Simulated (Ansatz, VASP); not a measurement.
## KI: VASP beside Ansatz

Contents of INCAR:

```
  PREC = Accurate
  ENCUT = 520
  EDIFF = 1E-7
  ISMEAR = 0
  SIGMA = 0.05
  LREAL = F
  LASPH = T
  NELM = 60
  ALGO = Normal
  ISIF = 2
  LWAVE = F
  LCHARG = T
  GGA = PS
  LELF = T
  LVHAR = T
  NBANDS = 15
```

Contents of KPOINTS:

```
regular mesh
0
Gamma
  6 6 6
```

The input POSCAR:

```
KI
1.0
    4.2911966600      0.0000000000      0.0000000000
    0.0000000000      4.2911966600      0.0000000000
    0.0000000000      0.0000000000      4.2911966600
K I
1 1
Direct
    0.0308963984      0.0308963984      0.0000000000
    0.5000000000      0.5000000000      0.5000000000
```

Input for Ansatz:

```yaml
crystal:
  lattice:
    - [4.29119666, 0.0, 0.0]
    - [0.0, 4.29119666, 0.0]
    - [0.0, 0.0, 4.29119666]
  atoms:
    - { symbol: K, position: [0.0308963984, 0.0308963984, 0.0] }
    - { symbol: I, position: [0.5, 0.5, 0.5] }
basis:
  ecutwfc: 420
kpoints:
  mp_grid: { grid: [6, 6, 6] }
hamiltonian:
  xc: pbesol
scf:
  occupations: { method: gaussian, width: 0.05 }
output:
  forces: true
  stress: true
  eigenvalues: true
```

Change from the starting cell: all K atoms moved +0.188 Å, as atom 1 along Cartesian [1 1 0].

Alike in both runs: task single point; functional PBEsol; k mesh 6 × 6 × 6; occupations gaussian, width 0.05 eV; no spin polarisation.

|  | VASP | Ansatz |
| --- | --- | --- |
| version | VASP 6.6.1 | Ansatz 0.2.0 |
| potentials or method | VASP PAW PBE potentials, release 64 (K_sv, I), cutoff 520 eV | scalar-relativistic, plane waves, PAW |
| valence electrons in the cell | 16 | 26 |

|  | VASP | Ansatz | Ansatz less VASP |
| --- | --- | --- | --- |
| gap on the k mesh at the Fermi level (eV) | 3.20 | 3.20 | +0.004 |
| least direct gap on the mesh (eV) | 3.56 | 3.56 | +0.003 |
| pressure (GPa) | -0.4 | -0.5 | -0.03 |
| traceless stress, the component that is largest in VASP (GPa) | 0.12 | 0.12 | -0.002 |
| rms of the force components (eV/Å) | 0.055 | 0.053 | -0.0011 |

VASP's potentials were made for PBE, not for PBEsol. Atom by atom the forces differ by 0.001 eV/Å (rms over components). The functional is the same, so the differences come from potentials, cutoffs and numerics. VASP's potentials hold 16 valence electrons a cell and Ansatz's 26, so a difference there can come from the potentials and not from the codes.

Neither program's run includes spin-orbit coupling.
